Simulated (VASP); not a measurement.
# ZnSn2O8 (a cell with a defect) in VASP: a series of runs

Runs on ZnSn2O8 (a cell with a defect). Level: PBE. Tasks: single point.

Everything below comes from runs of VASP 6.6.1. Logs are shortened: lines on timing, memory, paths and dates and some standing lists are left out, and cuts for length are marked.

## Step 1: The cell of the first run

The cell holds a defect, 11 atoms: a = 5.813 Å, b = 5.813 Å, c = 5.813 Å, α = 108.08°, β = 108.08°, γ = 112.29°.

## Step 2: Single point, PBE

File INCAR:

```
SYSTEM = ZnSn2O8
ALGO     = Normal         ! electronic algorithm
EDIFF    = 1E-6           ! SCF threshold, eV
ENCUT    = 520            ! plane-wave cutoff, eV
GGA      = PE             ! functional
ISIF     = 2              ! what is computed and relaxed
ISMEAR   = 0              ! smearing method
LASPH    = .True.         ! aspherical terms in the spheres
LCHARG   = .True.         ! write CHGCAR
LELF     = .True.         ! ELF
LREAL    = .False.        ! projectors in reciprocal space
LVHAR    = .True.       
LWAVE    = .False.        ! write WAVECAR
NBANDS   = 55             ! bands
NELM     = 60             ! most SCF steps
PREC     = Accurate       ! precision mode
SIGMA    = 0.02           ! smearing width, eV
```

File KPOINTS:

```
k-points
0
Gamma
  3 3 3
  0 0 0
```

File POSCAR:

```
ZnSn2O8
1.0
    0.0000000000      4.8271903452     -3.2381522545
    0.0000000000     -4.8271903452     -3.2381522545
   -4.8271903452      0.0000000000      3.2381522545
Zn Sn O
1 2 8
Direct
    0.1862282724      0.6862243006      0.4999960282
    0.0127751360      0.0127670568     -0.0000078721
    0.5156690310      0.5156806320      0.0000118081
    0.5535399526      0.7549268735      0.7986109360
    0.0720409318      0.2666247234      0.8054099221
    0.9563161204      0.7549269208      0.2013869209
    0.4612147262      0.2666245127      0.1945835844
    0.4727591731      0.1682957286      0.6955368983
   -0.0183216633      0.6889870931      0.7073085492
    0.4727626663      0.7772501414      0.3044868536
   -0.0183175451      0.2743589186      0.2926764637
```

Potentials or basis: VASP PAW PBE potentials, release 64 (Zn, Sn_d, O).

On the command line:

```bash
> cat potpaw_PBE.64/Zn/POTCAR potpaw_PBE.64/Sn_d/POTCAR potpaw_PBE.64/O/POTCAR > POTCAR
> mpirun -np 1 vasp_std > vasp.out
```

OUTCAR:

```text
SYSTEM = ZnSn2O8
   EDIFF = 1E-6
   ENCUT = 520
   GGA = PE
   ISIF = 2
   ISMEAR = 0
   LASPH = .True.
   LREAL = .False.
   NELM = 60
   PREC = Accurate

 ion  position               nearest neighbor table
   1  0.186  0.686  0.500-   9 1.94  11 1.94   6 2.09   4 2.09  10 2.29   8 2.29
   2  0.013  0.013  1.000-   9 2.01  11 2.01   7 2.11   5 2.11   6 2.16   4 2.16   3 3.22   3 3.26

   3  0.516  0.516  0.000-   6 2.07   4 2.07   7 2.09   5 2.09  10 2.10   8 2.10   2 3.22   2 3.26

   4  0.554  0.755  0.799-   3 2.07   1 2.09   2 2.16
   5  0.072  0.267  0.805-   3 2.09   2 2.11
   6  0.956  0.755  0.201-   3 2.07   1 2.09   2 2.16
   7  0.461  0.267  0.195-   3 2.09   2 2.11
   8  0.473  0.168  0.696-   3 2.10   1 2.29
   9  0.982  0.689  0.707-   1 1.94   2 2.01
  10  0.473  0.777  0.304-   3 2.10   1 2.29
  11  0.982  0.274  0.293-   1 1.94   2 2.01

  LATTYP: Found a body centered tetragonal cell.
 ALAT       =     6.8266780543
 C/A-ratio  =     0.9486758358

  Lattice vectors:

 A1 = (   0.0000000000,   4.8271903452,  -3.2381522545)
 A2 = (   0.0000000000,  -4.8271903452,  -3.2381522545)
 A3 = (  -4.8271903452,   0.0000000000,   3.2381522545)

Analysis of symmetry for initial positions (statically):
=====================================================================
 Subroutine PRICEL returns:
 Original cell was already a primitive cell.

 Routine SETGRP: Setting up the symmetry group for a
 body centered tetragonal supercell.

 Subroutine GETGRP returns: Found  2 space group operations
 (whereof  2 operations were pure point group operations)
 out of a pool of 16 trial point group operations.

The static configuration has the point symmetry C_1h.

Analysis of symmetry for dynamics (positions and initial velocities):
=====================================================================
 Subroutine PRICEL returns:
 Original cell was already a primitive cell.

 Routine SETGRP: Setting up the symmetry group for a
 body centered tetragonal supercell.

 Subroutine GETGRP returns: Found  2 space group operations
 (whereof  2 operations were pure point group operations)
 out of a pool of 16 trial point group operations.

The dynamic configuration has the point symmetry C_1h.

 Subroutine INISYM returns: Found  2 space group operations
 (whereof  2 operations are pure point group operations),
 and found     1 'primitive' translations

----------------------------------------------------------------------------------------

                                     Primitive cell

  volume of cell :     150.9093

  direct lattice vectors                    reciprocal lattice vectors
     0.000000000  4.827190345 -3.238152255    -0.103579922  0.103579922 -0.154409046
     0.000000000 -4.827190345 -3.238152255    -0.103579922 -0.103579922 -0.154409046
    -4.827190345  0.000000000  3.238152255    -0.207159844  0.000000000  0.000000000

  length of vectors
     5.812692720  5.812692720  5.812692720     0.212837389  0.212837389  0.207159844

  position of ions in fractional coordinates (direct lattice)
     0.186228272  0.686224301  0.499996028
     0.012775136  0.012767057  0.999992128
     0.515669031  0.515680632  0.000011808
     0.553539953  0.754926873  0.798610936
     0.072040932  0.266624723  0.805409922
     0.956316120  0.754926921  0.201386921
     0.461214726  0.266624513  0.194583584
     0.472759173  0.168295729  0.695536898
     0.981678337  0.688987093  0.707308549
     0.472762666  0.777250141  0.304486854
     0.981682455  0.274358919  0.292676464

  ion indices of the primitive-cell ions
   primitive index   ion index
                 1           1
                 2           2
                 3           3
                 4           4
                 5           5
                 6           6
                 7           7
                 8           8
                 9           9
                10          10
                11          11

----------------------------------------------------------------------------------------

 KPOINTS: k-points

Automatic generation of k-mesh.
 Grid dimensions read from file:
 generate k-points for:    3    3    3

 Generating k-lattice:

  Cartesian coordinates                     Fractional coordinates (reciprocal lattice)
    -0.034526641  0.034526641 -0.051469682     0.333333333  0.000000000 -0.000000000
    -0.034526641 -0.034526641 -0.051469682     0.000000000  0.333333333 -0.000000000
    -0.069053281  0.000000000  0.000000000     0.000000000  0.000000000  0.333333333

  Length of vectors
     0.070945796  0.070945796  0.069053281

  Shift w.r.t. Gamma in fractional coordinates (k-lattice)
     0.000000000  0.000000000  0.000000000

 Subroutine IBZKPT returns following result:
 ===========================================

 Found     10 irreducible k-points:

 Following reciprocal coordinates:
            Coordinates               Weight
  0.000000  0.000000  0.000000      1.000000
  0.333333  0.000000 -0.000000      4.000000
  0.333333  0.000000 -0.333333      2.000000
  0.000000  0.333333 -0.000000      2.000000
  0.333333  0.333333 -0.000000      4.000000
 -0.333333 -0.000000 -0.333333      4.000000
 -0.333333  0.333333  0.000000      4.000000
 -0.333333  0.333333  0.333333      2.000000
  0.333333 -0.333333  0.333333      2.000000
 -0.333333 -0.333333  0.333333      2.000000
   k-points           NKPTS =     10   k-points in BZ     NKDIM =     10   number of bands    NBANDS=     55
   number of dos      NEDOS =    301   number of ions     NIONS =     11
   total plane-waves  NPLWV = 110592
   dimension x,y,z NGX =    48 NGY =   48 NGZ =   48
   dimension x,y,z NGXF=    96 NGYF=   96 NGZF=   96
   ions per type =               1   2   8
   NGX,Y,Z   is equivalent  to a cutoff of  13.73, 13.73, 13.73 a.u.
   NGXF,Y,Z  is equivalent  to a cutoff of  27.46, 27.46, 27.46 a.u.
 SYSTEM =  ZnSn2O8
   PREC   = accura    normal or accurate (medium, high low for compatibility)
   ISTART =      0    job   : 0-new  1-cont  2-samecut
   ICHARG =      2    charge: 1-file 2-atom 10-const
   ISPIN  =      1    spin polarized calculation?
   LNONCOLLINEAR =      F non collinear calculations
   LSORBIT =      F    spin-orbit coupling
   LASPH  =      T    aspherical Exc in radial PAW
   ENCUT  =  520.0 eV  38.22 Ry    6.18 a.u.  10.81 10.81 10.81*2*pi/ulx,y,z
   NELM   =     60;   NELMIN=  2; NELMDL= -5     # of ELM steps
   EDIFF  = 0.1E-05   stopping-criterion for ELM
   LREAL  =      F    real-space projection
   EDIFFG = 0.1E-04   stopping-criterion for IOM
   NSW    =      0    number of steps for IOM
   IBRION =     -1    ionic relax: 0-MD 1-quasi-New 2-CG
   NFREE  =      0    steps in history (QN), initial steepest desc. (CG)
   ISIF   =      2    stress and relaxation
   ISYM   =      2    0-nonsym 1-usesym 2-fastsym
   POTIM  = 0.5000    time-step for ionic-motion
   TEBEG  =    0.0;   TEEND  =   0.0 temperature during run
   PSTRESS=    0.0 pullay stress
   NELECT =      88.0000    total number of electrons
   NUPDOWN=      -1.0000    fix difference up-down
   EMIN   =  10.00;   EMAX   =-10.00  energy-range for DOS
   EFERMI =   0.00;   METHOD = LEGACY
   ISMEAR =     0;   SIGMA  =   0.02  broadening in eV -4-tet -1-fermi 0-gaus
   EFERMI_NEDOS =   21; number of points for ismear=-14 and -15
   IALGO  =     38    algorithm
   IMIX   =      4    mixing-type and parameters
     AMIX     =   0.40;   BMIX     =  1.00
     AMIX_MAG =   1.60;   BMIX_MAG =  1.00
  volume/ion in A,a.u.               =      13.72        92.58
  Fermi-wavevector in a.u.,A,eV,Ry     =   1.367719  2.584615 25.451826  1.870656
  Thomas-Fermi vector in A             =   2.493747
   LORBIT       =      0    0 simple, 1 ext, 2 COOP (PROOUT), +10 PAW based schemes
   GGA     = PE    functional components
   LHFCALC =     F    Hartree Fock is set to
   AEXX    =    0.0000 exact exchange contribution
   IVDW    =     0    specifies the selected vdW correction
   LEPSILON=     F    determine dielectric tensor
   LRPA    =     F    only Hartree local field effects (RPA)
 non-spin polarized calculation
 Gauss-broadening in eV      SIGMA  =   0.02
  energy-cutoff  :      520.00
  volume of cell :      150.91
 maximum number of plane-waves:      4079
 NGX is ok and might be reduce to    48
   NGX = 21   NGY = 21   NGZ = 21

 number of electron      87.9999999 magnetization

 Free energy of the ion-electron system (eV)
  ---------------------------------------------------
  ext. energy  EPLUGINS =         0.00000000
  ---------------------------------------------------
  free energy    TOTEN  =       -50.75632569 eV

  energy without entropy =      -50.75136149  energy(sigma->0) =      -50.75384359

 E-fermi :   1.0142     XC(G=0):  -9.9630

 val. band max:        1.0114647973   @ k =   0.3333  -0.3333   0.3333
 cond. band min:       1.0161421845   @ k =   0.3333   0.0000  -0.0000
 fundamental gap:      0.0046773873
 Fermi energy:         1.0142031772

 k-point     1 :       0.0000    0.0000    0.0000
  band No.  band energies     occupation
      1     -19.2172      2.00000
      2     -19.1686      2.00000
      3     -18.8596      2.00000
      4     -18.5584      2.00000
      5     -18.5367      2.00000
      6     -18.4326      2.00000
[... 47 lines left out ...]
     54      11.0690      0.00000
     55      11.8812      0.00000

 k-point     2 :       0.3333    0.0000   -0.0000
  band No.  band energies     occupation
      1     -19.1126      2.00000
      2     -19.0770      2.00000
      3     -18.8885      2.00000
      4     -18.7394      2.00000
      5     -18.5398      2.00000
      6     -18.4159      2.00000
[... 47 lines left out ...]
     54      11.0581      0.00000
     55      11.2841      0.00000
[... 404 lines left out ...]
     54      11.7076      0.00000
     55      12.0343      0.00000

 k-point    10 :      -0.3333   -0.3333    0.3333
  band No.  band energies     occupation
      1     -19.1287      2.00000
      2     -19.0700      2.00000
      3     -18.8827      2.00000
      4     -18.7417      2.00000
      5     -18.5421      2.00000
      6     -18.4149      2.00000
[... 47 lines left out ...]
     54      11.1999      0.00000
     55      11.7926      0.00000

------------------------ aborting loop because EDIFF is reached ----------------------------------------

  FORCE on cell =-STRESS in cart. coord.  units (eV):
  Direction    XX          YY          ZZ          XY          YZ          ZX
  --------------------------------------------------------------------------------------
  -------------------------------------------------------------------------------------
  Total       -2.4402159     -2.4402159     -2.9173409      1.3867661     -0.0001139     -0.0001136
  in kB      -25.9073338    -25.9073338    -30.9728845     14.7230472     -0.0012090     -0.0012061
  external PRESSURE =     -27.5958507 kB  Pullay stress =       0.0000000 kB

 VOLUME and BASIS-vectors are now :
 -----------------------------------------------------------------------------
  energy-cutoff  :      520.00
  volume of cell :      150.91
      direct lattice vectors                 reciprocal lattice vectors
     0.000000000  4.827190345 -3.238152255    -0.103579922  0.103579922 -0.154409046
     0.000000000 -4.827190345 -3.238152255    -0.103579922 -0.103579922 -0.154409046
    -4.827190345  0.000000000  3.238152255    -0.207159844  0.000000000  0.000000000

 POSITION                                       TOTAL-FORCE (eV/Angst)
 -----------------------------------------------------------------------------------
     -2.41358     -2.41358     -1.20607         0.000047      0.000047     -1.638015
     -4.82715      0.00004      3.15542        -0.000069     -0.000069      0.165139
     -0.00006     -0.00006     -3.33963        -0.000010     -0.000010      0.028654
     -3.85505     -0.97213     -1.65099        -0.082348      0.082265     -0.013900
     -3.88787     -0.93929      1.51139        -0.000208      0.000268      0.060700
     -0.97213      0.97214     -4.88914         0.082265     -0.082348     -0.013900
     -0.93929      0.93932     -1.72676         0.000268     -0.000208      0.060700
     -3.35749      1.46970      0.17642         0.073257      0.073257      0.642021
     -3.41431      1.41288     -3.11950         0.265131      0.265131      0.033350
     -1.46982     -1.46982     -3.06176        -0.073338     -0.073338      0.642004
     -1.41280      3.41439     -3.11952        -0.264994     -0.264994      0.033248
 -----------------------------------------------------------------------------------
    total drift:                               -0.000954      0.001035      0.000968

  FREE ENERGIE OF THE ION-ELECTRON SYSTEM (eV)
  ---------------------------------------------------
  free  energy   TOTEN  =       -50.7563256862 eV

  energy  without entropy=      -50.7513614949  energy(sigma->0) =      -50.75384359
```

It took 6.4 min on 1 thread of Intel Xeon 8259CL, shared host; peak memory 0.36 GiB.

What came out:

| Property | Result |
| --- | --- |
| Free energy | -50.7563 eV |
| Pressure | -2.8 GPa |
| Largest force | 1.638 eV/Å |
| Band gap on the k mesh | zero (bands 44 and 45 overlap by 0.18 eV) |

Forces on the atoms (eV/Å):
```
Zn   0.000  0.000 -1.638
Sn   0.000  0.000  0.165
Sn   0.000  0.000  0.029
O   -0.082  0.082 -0.014
O    0.000  0.000  0.061
O    0.082 -0.082 -0.014
O    0.000  0.000  0.061
O    0.073  0.073  0.642
O    0.265  0.265  0.033
O   -0.073 -0.073  0.642
O   -0.265 -0.265  0.033
```

Caveat: the k points lie up to 0.45 Å⁻¹ apart; spin-orbit coupling is left out, which moves the levels of the heavy elements.

(Part 1 of 2 ends here.)
